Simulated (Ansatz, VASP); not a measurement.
**ZnO7 in VASP and in Ansatz**

```
CELL_PARAMETERS angstrom
3.61578 0.00000 0.00000
0.00000 5.48861 4.49574
0.00000 -5.48861 4.49574
ATOMIC_POSITIONS crystal
Zn 0.50000 0.35616 0.35616
O 0.66732 0.92314 0.92314
O 0.33268 0.92314 0.92314
O 0.33242 0.60783 0.90921
O 0.66758 0.90921 0.60783
O 0.33242 0.90921 0.60783
O 0.66758 0.60783 0.90921
O 0.00000 0.35714 0.35714
```

Alike in both runs: functional PBE; k mesh 8 × 4 × 4; occupations gaussian, width 0.02 eV; collinear spin.

Ansatz relaxed the structure, and its values are those at the end. VASP's run is a single point on that final structure, the one shown.

|  | VASP | Ansatz |
| --- | --- | --- |
| version | VASP 6.6.1 | Ansatz 0.2.0 |
| potentials or method | VASP PAW PBE potentials, release 64 (Zn, O), cutoff 520 eV | scalar-relativistic, plane waves, PAW |
| valence electrons in the cell | 54 | 54 |

VASP gave:

- gap on the k mesh at the Fermi level (eV): 0.62
- least direct gap on the mesh (eV): 0.63
- pressure (GPa): 1.4
- rms of the force components (eV/Å): 0.625
- net moment per atom (μB): 0.25
- size of the moment on the site where the two differ most (μB): 0.61

**Question.** Estimate Ansatz's values.

**Answer.** gap on the k mesh at the Fermi level (eV): 0.61; least direct gap on the mesh (eV): 0.63; pressure (GPa): 0.0; rms of the force components (eV/Å): 0.000; net moment per atom (μB): 0.25; size of the moment on the site where the two differ most (μB): 0.42.

Site moments also hang on the region over which each program counts them. The functional is the same, so the differences come from potentials, cutoffs and numerics.

Noted on VASP's run: the standard files for N, O and F lose accuracy on very short bonds.
